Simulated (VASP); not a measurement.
# BeS (F-43m) in VASP: notebook

Aim: see how the results for BeS move with the level of theory and the settings. Levels: LDA, r2SCAN. Tasks: single point.

Program: VASP 6.6.1. These are calculated values, not measurements. Logs are shortened: lines on timing, memory, paths and dates and some standing lists are left out, and cuts for length are marked.

## (1) The cell of the first run

The structure is cubic, space group F-43m (No. 216). The conventional cell has a = 4.869 Å, b = 4.869 Å, c = 4.869 Å, α = 90.00°, β = 90.00°, γ = 90.00°. Within 2.8 Å of Be (site symmetry -43m) lie 4 S at 2.11 Å. Within 2.8 Å of S (site symmetry -43m) lie 4 Be at 2.11 Å.

## (2) Single point, LDA

File INCAR:

```
PREC     = Accurate       # precision mode
ENCUT    = 600            # plane-wave cutoff, eV
EDIFF    = 1E-6           # SCF threshold, eV
ISMEAR   = 0              # smearing method
SIGMA    = 0.01           # smearing width, eV
LREAL    = F              # projectors in reciprocal space
LASPH    = T              # aspherical terms in the spheres
NELM     = 120            # most SCF steps
ALGO     = Normal         # electronic algorithm
ISIF     = 2              # what is computed and relaxed
LWAVE    = F              # write WAVECAR
LCHARG   = T              # write CHGCAR
LELF     = T              # ELF
LVHAR    = T            
NBANDS   = 11             # bands
GGA_COMPAT= F
```

File KPOINTS:

```
regular mesh
0
Gamma
  8 8 8
```

File POSCAR:

```
BeS
1.0
    0.0000000000      2.4343066359      2.4343066359
    2.4343066359      0.0000000000      2.4343066359
    2.4343066359      2.4343066359      0.0000000000
Be S
1 1
Direct
    0.0000000000      0.0000000000      0.0000000000
    0.2500000000      0.2500000000      0.2500000000
```

Potentials or basis: VASP PAW LDA potentials, release 64 (Be, S).

Launch:

```bash
$ cat potpaw_LDA.64/Be/POTCAR potpaw_LDA.64/S/POTCAR > POTCAR
$ mpirun -np 1 vasp_std > vasp.out
```

OUTCAR:

```text
PREC = Accurate
   ENCUT = 600
   EDIFF = 1E-6
   ISMEAR = 0
   LREAL = F
   LASPH = T
   NELM = 120
   ISIF = 2

 ion  position               nearest neighbor table
   1  0.000  0.000  0.000-   2 2.11   2 2.11   2 2.11   2 2.11
   2  0.250  0.250  0.250-   1 2.11   1 2.11   1 2.11   1 2.11

  LATTYP: Found a face centered cubic cell.
 ALAT       =     4.8686132718

  Lattice vectors:

 A1 = (   0.0000000000,   2.4343066359,   2.4343066359)
 A2 = (   2.4343066359,   0.0000000000,   2.4343066359)
 A3 = (   2.4343066359,   2.4343066359,   0.0000000000)

Analysis of symmetry for initial positions (statically):
=====================================================================
 Subroutine PRICEL returns:
 Original cell was already a primitive cell.

 Routine SETGRP: Setting up the symmetry group for a
 face centered cubic supercell.

 Subroutine GETGRP returns: Found 24 space group operations
 (whereof 24 operations were pure point group operations)
 out of a pool of 48 trial point group operations.

The static configuration has the point symmetry T_d .

Analysis of symmetry for dynamics (positions and initial velocities):
=====================================================================
 Subroutine PRICEL returns:
 Original cell was already a primitive cell.

 Routine SETGRP: Setting up the symmetry group for a
 face centered cubic supercell.

 Subroutine GETGRP returns: Found 24 space group operations
 (whereof 24 operations were pure point group operations)
 out of a pool of 48 trial point group operations.

The dynamic configuration has the point symmetry T_d .

 Subroutine INISYM returns: Found 24 space group operations
 (whereof 24 operations are pure point group operations),
 and found     1 'primitive' translations

----------------------------------------------------------------------------------------

                                     Primitive cell

  volume of cell :      28.8507

  direct lattice vectors                    reciprocal lattice vectors
     0.000000000  2.434306636  2.434306636    -0.205397296  0.205397296  0.205397296
     2.434306636  0.000000000  2.434306636     0.205397296 -0.205397296  0.205397296
     2.434306636  2.434306636  0.000000000     0.205397296  0.205397296 -0.205397296

  length of vectors
     3.442629459  3.442629459  3.442629459     0.355758552  0.355758552  0.355758552

  position of ions in fractional coordinates (direct lattice)
     0.000000000  0.000000000  0.000000000
     0.250000000  0.250000000  0.250000000

  ion indices of the primitive-cell ions
   primitive index   ion index
                 1           1
                 2           2

----------------------------------------------------------------------------------------

 KPOINTS: regular mesh

Automatic generation of k-mesh.
 Grid dimensions read from file:
 generate k-points for:    8    8    8

 Generating k-lattice:

  Cartesian coordinates                     Fractional coordinates (reciprocal lattice)
    -0.025674662  0.025674662  0.025674662     0.125000000  0.000000000  0.000000000
     0.025674662 -0.025674662  0.025674662     0.000000000  0.125000000  0.000000000
     0.025674662  0.025674662 -0.025674662     0.000000000  0.000000000  0.125000000

  Length of vectors
     0.044469819  0.044469819  0.044469819

  Shift w.r.t. Gamma in fractional coordinates (k-lattice)
     0.000000000  0.000000000  0.000000000

 Subroutine IBZKPT returns following result:
 ===========================================

 Found     29 irreducible k-points:

 Following reciprocal coordinates:
            Coordinates               Weight
  0.000000  0.000000  0.000000      1.000000
  0.125000  0.000000  0.000000      8.000000
  0.250000  0.000000  0.000000      8.000000
  0.375000  0.000000  0.000000      8.000000
  0.500000  0.000000  0.000000      4.000000
  0.125000  0.125000  0.000000      6.000000
[... 16 lines left out ...]
  0.500000  0.250000  0.125000     48.000000
 -0.375000  0.250000  0.125000     24.000000
 [... further k-points ...]
   k-points           NKPTS =     29   k-points in BZ     NKDIM =     29   number of bands    NBANDS=     11
   number of dos      NEDOS =    301   number of ions     NIONS =      2
   total plane-waves  NPLWV =  21952
   dimension x,y,z NGX =    28 NGY =   28 NGZ =   28
   dimension x,y,z NGXF=    56 NGYF=   56 NGZF=   56
   ions per type =               1   1
   NGX,Y,Z   is equivalent  to a cutoff of  13.52, 13.52, 13.52 a.u.
   NGXF,Y,Z  is equivalent  to a cutoff of  27.04, 27.04, 27.04 a.u.
 SYSTEM =  unknown system
   PREC   = accura    normal or accurate (medium, high low for compatibility)
   ISTART =      0    job   : 0-new  1-cont  2-samecut
   ICHARG =      2    charge: 1-file 2-atom 10-const
   ISPIN  =      1    spin polarized calculation?
   LNONCOLLINEAR =      F non collinear calculations
   LSORBIT =      F    spin-orbit coupling
   LASPH  =      T    aspherical Exc in radial PAW
   ENCUT  =  600.0 eV  44.10 Ry    6.64 a.u.   6.88  6.88  6.88*2*pi/ulx,y,z
   NELM   =    120;   NELMIN=  2; NELMDL= -5     # of ELM steps
   EDIFF  = 0.1E-05   stopping-criterion for ELM
   LREAL  =      F    real-space projection
   EDIFFG = 0.1E-04   stopping-criterion for IOM
   NSW    =      0    number of steps for IOM
   IBRION =     -1    ionic relax: 0-MD 1-quasi-New 2-CG
   NFREE  =      0    steps in history (QN), initial steepest desc. (CG)
   ISIF   =      2    stress and relaxation
   ISYM   =      2    0-nonsym 1-usesym 2-fastsym
   POTIM  = 0.5000    time-step for ionic-motion
   TEBEG  =    0.0;   TEEND  =   0.0 temperature during run
   PSTRESS=    0.0 pullay stress
   NELECT =       8.0000    total number of electrons
   NUPDOWN=      -1.0000    fix difference up-down
   EMIN   =  10.00;   EMAX   =-10.00  energy-range for DOS
   EFERMI =   0.00;   METHOD = LEGACY
   ISMEAR =     0;   SIGMA  =   0.01  broadening in eV -4-tet -1-fermi 0-gaus
   EFERMI_NEDOS =   21; number of points for ismear=-14 and -15
   IALGO  =     38    algorithm
   IMIX   =      4    mixing-type and parameters
     AMIX     =   0.40;   BMIX     =  1.00
     AMIX_MAG =   1.60;   BMIX_MAG =  1.00
  volume/ion in A,a.u.               =      14.43        97.35
  Fermi-wavevector in a.u.,A,eV,Ry     =   1.067545  2.017368 15.505913  1.139652
  Thomas-Fermi vector in A             =   2.203165
   LORBIT       =      0    0 simple, 1 ext, 2 COOP (PROOUT), +10 PAW based schemes
   GGA     = CA    functional components
   LHFCALC =     F    Hartree Fock is set to
   AEXX    =    0.0000 exact exchange contribution
   IVDW    =     0    specifies the selected vdW correction
   LEPSILON=     F    determine dielectric tensor
   LRPA    =     F    only Hartree local field effects (RPA)
 non-spin polarized calculation
 Gauss-broadening in eV      SIGMA  =   0.01
  energy-cutoff  :      600.00
  volume of cell :       28.85
 maximum number of plane-waves:       982
   NGX = 13   NGY = 13   NGZ = 13

 number of electron       7.9999999 magnetization

 Free energy of the ion-electron system (eV)
  ---------------------------------------------------
  ext. energy  EPLUGINS =         0.00000000
  ---------------------------------------------------
  free energy    TOTEN  =       -11.12594055 eV

  energy without entropy =      -11.12594055  energy(sigma->0) =      -11.12594055

 E-fermi :   3.9908     XC(G=0):  -9.9435

 val. band max:        3.9103716801   @ k =   0.0000   0.0000   0.0000
 cond. band min:       6.8390831101   @ k =   0.5000   0.5000   0.0000
 fundamental gap:      2.9287114301
 Fermi energy:         3.9908055531

 k-point     1 :       0.0000    0.0000    0.0000
  band No.  band energies     occupation
      1      -9.6686      2.00000
      2       3.9104      2.00000
      3       3.9104      2.00000
      4       3.9104      2.00000
      5       9.4580      0.00000
      6       9.4580      0.00000
      7       9.4580      0.00000
      8       9.4898      0.00000
      9      16.6992      0.00000
     10      16.6992      0.00000
     11      18.4220      0.00000

 k-point     2 :       0.1250    0.0000    0.0000
  band No.  band energies     occupation
      1      -9.4927      2.00000
      2       2.7038      2.00000
      3       3.7111      2.00000
      4       3.7111      2.00000
      5       9.3211      0.00000
      6       9.8114      0.00000
      7       9.8114      0.00000
      8      10.8467      0.00000
      9      15.9683      0.00000
     10      15.9683      0.00000
     11      18.2457      0.00000

 k-point     3 :       0.2500    0.0000    0.0000
  band No.  band energies     occupation
      1      -9.0079      2.00000
      2       0.6073      2.00000
      3       3.3148      2.00000
      4       3.3148      2.00000
      5       9.2847      0.00000
      6      10.3524      0.00000
      7      10.3524      0.00000
      8      12.9180      0.00000
      9      15.7041      0.00000
     10      15.7041      0.00000
     11      17.8064      0.00000

 k-point     4 :       0.3750    0.0000    0.0000
  band No.  band energies     occupation
      1      -8.3910      2.00000
      2      -1.1424      2.00000
      3       2.9961      2.00000
      4       2.9961      2.00000
      5       9.2455      0.00000
      6      10.4221      0.00000
      7      10.4221      0.00000
      8      14.3678      0.00000
      9      17.0374      0.00000
     10      17.0374      0.00000
     11      17.9862      0.00000
[... 239 lines left out ...]
 k-point    22 :       0.3750    0.2500    0.1250
  band No.  band energies     occupation
      1      -8.6119      2.00000
      2       0.3785      2.00000
      3       1.7696      2.00000
      4       2.7923      2.00000
      5       9.2759      0.00000
      6      11.0513      0.00000
      7      11.2591      0.00000
      8      12.3078      0.00000
      9      15.3351      0.00000
     10      18.1555      0.00000
     11      19.5514      0.00000

 k-point    23 :       0.5000    0.2500    0.1250
  band No.  band energies     occupation
      1      -8.0694      2.00000
      2      -0.7751      2.00000
      3       1.2386      2.00000
      4       2.3200      2.00000
      5       9.7486      0.00000
      6      10.5755      0.00000
      7      12.2287      0.00000
      8      13.0189      0.00000
      9      16.3394      0.00000
     10      18.0486      0.00000
     11      20.1617      0.00000

 k-point    24 :      -0.3750    0.2500    0.1250
  band No.  band energies     occupation
      1      -7.7964      2.00000
      2      -1.3267      2.00000
      3       1.1460      2.00000
      4       2.0737      2.00000
      5       9.8455      0.00000
      6      10.3503      0.00000
      7      12.8909      0.00000
      8      14.2225      0.00000
      9      15.1319      0.00000
     10      19.0678      0.00000
     11      19.5962      0.00000

 [... further k-points ...]
[... 5 lines left out ...]
  --------------------------------------------------------------------------------------
  -------------------------------------------------------------------------------------
  Total       -0.7469822     -0.7469822     -0.7469822      0.0000000      0.0000000     -0.0000000
  in kB      -41.4825081    -41.4825081    -41.4825081      0.0000000      0.0000000     -0.0000000
  external PRESSURE =     -41.4825081 kB  Pullay stress =       0.0000000 kB

 VOLUME and BASIS-vectors are now :
 -----------------------------------------------------------------------------
  energy-cutoff  :      600.00
  volume of cell :       28.85
      direct lattice vectors                 reciprocal lattice vectors
     0.000000000  2.434306636  2.434306636    -0.205397296  0.205397296  0.205397296
     2.434306636  0.000000000  2.434306636     0.205397296 -0.205397296  0.205397296
     2.434306636  2.434306636  0.000000000     0.205397296  0.205397296 -0.205397296

 POSITION                                       TOTAL-FORCE (eV/Angst)
 -----------------------------------------------------------------------------------
      0.00000      0.00000      0.00000         0.000000      0.000000      0.000000
      1.21715      1.21715      1.21715        -0.000000     -0.000000     -0.000000
 -----------------------------------------------------------------------------------
    total drift:                               -0.000000     -0.000000      0.000000

  FREE ENERGIE OF THE ION-ELECTRON SYSTEM (eV)
  ---------------------------------------------------
  free  energy   TOTEN  =       -11.1259405452 eV

  energy  without entropy=      -11.1259405452  energy(sigma->0) =      -11.12594055
```

Wall time 12 s (1 thread of Intel Xeon Platinum 8375C at 2.90GHz (Ice Lake), shared host); peak memory 0.13 GiB.

What came out:

```yaml
Free_energy: -11.1259 eV
Pressure: -4.1 GPa
Band_gap_on_the_k_mesh: 2.93 eV, indirect (least direct gap 5.55 eV)
```

A k mesh can miss the band edges. As with any semilocal functional, this LDA gap is likely too small.

## (3) Single point, r2SCAN

POSCAR is that of step 2.

File INCAR.step1:

```
SYSTEM = BeS
PREC     = Accurate       ! precision mode
ENCUT    = 660            ! plane-wave cutoff, eV
ISMEAR   = 0              ! smearing method
SIGMA    = 0.01           ! smearing width, eV
LREAL    = .False.        ! projectors in reciprocal space
LASPH    = .True.         ! aspherical terms in the spheres
NELM     = 120            ! most SCF steps
NBANDS   = 11             ! bands
GGA      = PE             ! functional
ALGO     = Normal         ! electronic algorithm
EDIFF    = 1E-5           ! SCF threshold, eV
LWAVE    = .True.         ! write WAVECAR
LCHARG   = .False.        ! write CHGCAR
GGA_COMPAT= .False.
```

File INCAR.step2:

```
SYSTEM = BeS
PREC     = Accurate       ! precision mode
ENCUT    = 660            ! plane-wave cutoff, eV
EDIFF    = 1E-6           ! SCF threshold, eV
ISMEAR   = 0              ! smearing method
SIGMA    = 0.01           ! smearing width, eV
LREAL    = .False.        ! projectors in reciprocal space
LASPH    = .True.         ! aspherical terms in the spheres
NELM     = 120            ! most SCF steps
ALGO     = Normal         ! electronic algorithm
ISIF     = 2              ! what is computed and relaxed
LWAVE    = .False.        ! write WAVECAR
LCHARG   = .False.        ! write CHGCAR
METAGGA  = R2SCAN         ! meta-GGA
LMIXTAU  = .True.       
NBANDS   = 11             ! bands
ISTART   = 1            
GGA_COMPAT= .False.
```

File KPOINTS:

```
Automatic mesh
0
Gamma
  6 6 6
  0 0 0
```

Potentials or basis: VASP PAW PBE potentials, release 64 (Be, S).

Launch:

```bash
$ cat potpaw_PBE.64/Be/POTCAR potpaw_PBE.64/S/POTCAR > POTCAR
$ cp INCAR.step1 INCAR
$ mpirun -np 1 vasp_std > vasp.out
$ cp INCAR.step2 INCAR
$ mpirun -np 1 vasp_std > vasp.out
```

It took 38 s on 1 thread of Intel Xeon Platinum 8375C at 2.90GHz (Ice Lake), shared host; peak memory 0.16 GiB.

Results (log left out):

- Free energy: -14.7850 eV
- Pressure: 0.3 GPa
- Band gap on the k mesh: 3.60 eV, indirect (least direct gap 6.26 eV)

Levels at points of the mesh, in eV from the valence-band top:
| k point | band 1 | band 2 | band 3 | band 4 | band 5 | band 6 | band 7 | band 8 | band 9 |
| --- | --- | --- | --- | --- | --- | --- | --- | --- | --- |
| (0.00, 0.00, 0.00) | -14.22 | 0.00 | 0.00 | 0.00 | 6.26 | 6.26 | 6.26 | 6.58 | 13.40 |
| (0.50, 0.00, 0.00) | -12.57 | -5.88 | -1.04 | -1.04 | 6.06 | 7.14 | 7.14 | 12.00 | 15.67 |
| (0.50, 0.50, 0.00) | -12.01 | -5.13 | -2.67 | -2.67 | 3.60 | 5.39 | 13.77 | 13.77 | 16.61 |

Caveat: the PAW data sets were made with another functional, which shifts forces and pressure a little.
